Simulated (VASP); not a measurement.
Write the native input for VASP 6.6.1 that does the following.

```
Task                   : single point
Functional             : PBE
Potentials or basis    : VASP PAW PBE potentials, release 64 (Zn, O)
Cutoff                 : 520 eV
k mesh                 : 12 × 12 × 7
Occupations            : fermi-dirac, width 0.08 eV
Spin                   : no spin polarisation
Dipole correction      : no
Further INCAR settings : ALGO = Normal; EDIFF = 1e-06; NBANDS = 26
```

The structure of ZnO (wurtzite type) lies in POSCAR:

```
ZnO
1.0
    3.2792607755      0.0000000000      0.0000000000
   -1.6396303878      2.8399231372      0.0000000000
    0.0000000000      0.0000000000      5.2938673460
Zn O
2 2
Direct
    0.3333333333      0.6666666667     -0.0015194259
    0.6666666667      0.3333333333      0.4984805741
    0.3333333333      0.6666666667      0.3775194259
    0.6666666667      0.3333333333      0.8775194259
```

These files were run (other wordings do the same):

INCAR

```
SYSTEM = ZnO
  PREC = Accurate
  ENCUT = 520
  EDIFF = 1E-6
  ISMEAR = -1
  SIGMA = 0.08
  LREAL = .FALSE.
  LASPH = .TRUE.
  NELM = 80
  ALGO = Normal
  ISIF = 2
  LWAVE = .FALSE.
  LCHARG = .FALSE.
  GGA = PE
  NBANDS = 26
```

KPOINTS

```
Automatic mesh
0
G
  12 12 7
  0 0 0
```

Potentials or basis: VASP PAW PBE potentials, release 64 (Zn, O).

Command:

```console
$ cat potpaw_PBE.64/Zn/POTCAR potpaw_PBE.64/O/POTCAR > POTCAR
$ mpirun -np 1 vasp_std > vasp.out
```

Results of the run:

```
Pressure               : 0.9 GPa
Band gap on the k mesh : 0.73 eV
```

Wall time 77 s on 1 thread of Intel(R) Xeon(R) 6975P-C (Granite Rapids), on a shared host, peak memory 0.21 GiB.
